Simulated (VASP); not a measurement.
Runs of VASP 6.6.1 on BN. The structure is that of space group P3m1 (No. 156), or close to it. The cells are those of the table. 

```tsv
cell	gap on the mesh (eV)	pressure (GPa)	largest force (eV/Å)
a = 2.541, b = 2.541, c = 15.610 Å, angles 90.0, 90.0, 120.0°, 12 atoms	(b)	-2.3	2.94
a = 2.541, b = 2.541, c = 13.360 Å, angles 90.0, 90.0, 120.0°, 12 atoms	2.31	-6.2	2.62
a = 2.541, b = 2.541, c = 12.310 Å, angles 90.0, 90.0, 120.0°, 12 atoms	4.65	17.5	12.79
a = 2.541, b = 2.541, c = 12.860 Å, angles 90.0, 90.0, 120.0°, 12 atoms	4.94	-4.3	1.93
a = 2.541, b = 2.541, c = 13.610 Å, angles 90.0, 90.0, 120.0°, 12 atoms	(c)	(a)	3.12
```

Alike in all rows: task single point; level PBEsol; potentials or basis VASP PAW PBE potentials, release 64 (B, N); no spin polarisation; k mesh 10 × 10 × 2; cutoff (eV) 520; smearing gaussian 0.05 eV.

**Question.** Fill in the values left out.

**Answer.** (a) -5.8; (b) none; (c) 1.26.

Caveats: the PAW data sets were made with another functional, which shifts forces and pressure a little.

A k mesh can miss the band edges.
